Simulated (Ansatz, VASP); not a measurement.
## TiO2 in VASP and in Ansatz

File INCAR:

```
SYSTEM = TiO2
PREC = Accurate
ENCUT = 520
EDIFF = 1E-7
ISMEAR = 0
SIGMA = 0.05
LREAL = .FALSE.
LASPH = .TRUE.
NELM = 150
ALGO = Normal
ISIF = 2
LWAVE = .FALSE.
LCHARG = .TRUE.
LMAXMIX = 4
LDAU = .TRUE.
LDAUTYPE = 2
LDAUL = 2 -1
LDAUU = 4 0
LDAUJ = 0 0
LDAUPRINT = 1
GGA = PE
LELF = .TRUE.
LVHAR = .TRUE.
NBANDS = 33
```

KPOINTS

```
Automatic mesh
0
G
  10 10 10
  0 0 0
```

POSCAR

```
TiO2
1.0
   -2.0563382847      2.0563382847      4.2126620312
    2.0563382847     -2.0563382847      4.2126620312
    2.0563382847      2.0563382847     -4.2126620312
Ti O
2 4
Direct
    0.0000000000      0.0000000000      0.0000000000
    0.7500000000      0.2500000000      0.5000000000
    0.2052765759      0.2052765759      0.0000000000
    0.9552765759      0.4552765759      0.5000000000
    0.5447234241      0.0447234241      0.5000000000
    0.7947234241      0.7947234241      0.0000000000
```

Input for Ansatz:

```yaml
crystal:
  lattice:
    - [-2.0563382847, 2.0563382847, 4.2126620312]
    - [2.0563382847, -2.0563382847, 4.2126620312]
    - [2.0563382847, 2.0563382847, -4.2126620312]
  atoms:
    - { symbol: Ti, position: [0.0, 0.0, 0.0] }
    - { symbol: Ti, position: [0.75, 0.25, 0.5] }
    - { symbol: O, position: [0.2052765759, 0.2052765759, 0.0] }
    - { symbol: O, position: [0.9552765759, 0.4552765759, 0.5] }
    - { symbol: O, position: [0.5447234241, 0.0447234241, 0.5] }
    - { symbol: O, position: [0.7947234241, 0.7947234241, 0.0] }
basis:
  ecutwfc: 420
kpoints:
  mp_grid: { grid: [10, 10, 10] }
hamiltonian:
  xc: pbe
  hubbard: { sites: [{ species: Ti, l: d, u_eff: 4.0 }] }
scf:
  occupations: { method: gaussian, width: 0.05 }
output:
  forces: true
  stress: true
  eigenvalues: true
```

Alike in both runs: task single point; functional PBE; k mesh 10 × 10 × 10; occupations gaussian, width 0.05 eV; no spin polarisation; Hubbard terms Ti d U = 4.0 eV.

```csv
,VASP,Ansatz
version,VASP 6.6.1,Ansatz 0.2.0
potentials or method,"VASP PAW PBE potentials, release 64 (Ti_sv, O), cutoff 520 eV","scalar-relativistic, plane waves, PAW"
valence electrons in the cell,48,48
```

VASP gave:

| Quantity | Value |
| --- | --- |
| gap on the k mesh at the Fermi level (eV) | 2.64 |
| least direct gap on the mesh (eV) | 2.66 |
| pressure (GPa) | 25.6 |
| traceless stress, the component that is largest in VASP (GPa) | 62.87 |
| rms of the force components (eV/Å) | 2.637 |

**Question.** Estimate Ansatz's values.

**Answer.** gap on the k mesh at the Fermi level (eV): 2.78; least direct gap on the mesh (eV): 2.80; pressure (GPa): 21.5; traceless stress, the component that is largest in VASP (GPa): 58.15; rms of the force components (eV/Å): 2.378.

The programs project onto different local orbitals, so the same U acts differently, and such runs can settle in different states. Atom by atom the forces differ by 0.259 eV/Å (rms over components).
